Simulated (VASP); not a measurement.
The system is Ni.

```
CELL_PARAMETERS angstrom
0.00000 1.75969 1.75969
1.75969 0.00000 1.75969
1.75969 1.75969 0.00000
ATOMIC_POSITIONS crystal
Ni 0.00000 0.00000 0.00000
```

Base run:

```yaml
Program: VASP 6.6.1
Functional: PBE
Potentials_or_basis: VASP PAW PBE potentials, release 64 (Ni)
Cutoff: 520 eV
k_mesh: 25 × 25 × 25
Occupations: fermi-dirac, width 0.05 eV
Spin: collinear spin, ferromagnetic start
Starting_moments: "[0.672] μB"
```

Its results: pressure -0.2 GPa; net moment 0.62 μB per cell; site moments Ni +0.63 μB.

Task: After a change of settings the same cell gave: pressure -1.0 GPa; net moment 0.51 μB per cell; site moments Ni +0.52 μB. Which change was it?
A. k mesh from 25 × 25 × 25 to 5 × 5 × 5; further incar settings from ALGO = Normal; EDIFF = 1e-06; NBANDS = 15 to ALGO = Normal; EDIFF = 1e-07; NBANDS = 15
B. k mesh from 25 × 25 × 25 to 15 × 15 × 15; occupations from fermi-dirac, width 0.05 eV to gaussian, width 0.03 eV
C. k mesh from 25 × 25 × 25 to 15 × 15 × 15; moments at the start from [0.67] to [0.8]
D. k mesh from 25 × 25 × 25 to 9 × 9 × 9

Result: D.
